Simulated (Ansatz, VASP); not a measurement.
# One calculation of Al, two programs

INCAR

```
SYSTEM = Al
ALGO = Fast ; EDIFF = 1E-6
ENCUT = 520 ; GGA = PS
ISIF = 2 ; ISMEAR = 0
LASPH = .TRUE. ; LCHARG = .FALSE.
LREAL = .FALSE. ; LWAVE = .FALSE.
NBANDS = 10 ; NELM = 60
PREC = Accurate ; SIGMA = 0.15
```

KPOINTS

```
k-points
0
G
  24 24 14
  0 0 0
```

The input POSCAR:

```
Al
1.0
    2.8785701943      0.0000000000      0.0000000000
   -1.4392850971      2.4929149148      0.0000000000
    0.0000000000      0.0000000000      4.6373174459
Al
2
Direct
    0.6666666667      0.3333333333      0.7500000000
    0.3333333333      0.6666666667      0.2500000000
```

Input for Ansatz:

```yaml
crystal:
  lattice:
    - [2.8785701943, 0.0, 0.0]
    - [-1.4392850971, 2.4929149148, 0.0]
    - [0.0, 0.0, 4.6373174459]
  atoms:
    - { symbol: Al, position: [0.6666666667, 0.3333333333, 0.75] }
    - { symbol: Al, position: [0.3333333333, 0.6666666667, 0.25] }
basis:
  ecutwfc: 420
kpoints:
  mp_grid: { grid: [24, 24, 14] }
hamiltonian:
  xc: pbesol
scf:
  occupations: { method: gaussian, width: 0.15 }
output:
  forces: true
  stress: true
  eigenvalues: true
```

Change from the starting cell: strain +0.0100 x Voigt [1, 1, 0, 0, 0, 0], atoms carried along.

Alike in both runs: task single point; functional PBEsol; k mesh 24 × 24 × 14; occupations gaussian, width 0.15 eV; no spin polarisation.

|  | VASP | Ansatz |
| --- | --- | --- |
| version | VASP 6.6.1 | Ansatz 0.2.0 |
| potentials or method | VASP PAW PBE potentials, release 64 (Al), cutoff 520 eV | scalar-relativistic, plane waves, PAW |
| valence electrons in the cell | 6 | 6 |

|  | VASP | Ansatz | Ansatz less VASP |
| --- | --- | --- | --- |
| gap on the k mesh at the Fermi level (eV) | none | none | - |
| pressure (GPa) | -1.4 | -1.4 | -0.05 |
| traceless stress, the component that is largest in VASP (GPa) | 1.05 | 1.05 | -0.008 |

VASP's potentials were made for PBE, not for PBEsol. A gap of «none» marks a metal or a gap that the smearing closes.
